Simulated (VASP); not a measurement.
Runs of VASP 6.6.1 on MnO. The structure is that of space group Fm-3m (No. 225), or close to it. The cells are those of the table. 

```csv
task,cell,gap on the mesh (eV),pressure (GPa),moment (μB)
electric field gradients,"a = 3.142 Å, angles 60.0°, 2 atoms",none,0.0,(c)
electric field gradients,"a = 3.173 Å, angles 60.0°, 2 atoms",none,(b),4.83
electric field gradients,"a = 3.204 Å, angles 60.0°, 2 atoms",none,(a),4.89
single point,"a = 3.111 Å, angles 60.0°, 2 atoms",none,3.5,4.68
```

Alike in all rows: level PBE; potentials or basis VASP PAW PBE potentials, release 64 (Mn_pv, O); spin collinear, ferromagnetic start; k mesh 14 × 14 × 14; cutoff (eV) 520; smearing fermi-dirac 0.05 eV.

Problem. Estimate the missing entries.

Solution. (a) -5.8; (b) -3.1; (c) 4.76.

Caveats: a cell with one magnetic atom can't hold antiferromagnetic order, which such compounds often take; semilocal functionals often make such compounds metallic where correlation or magnetic order opens a gap, which also shifts bond lengths.

A gap of «none» marks levels without a gap at the run's occupations.
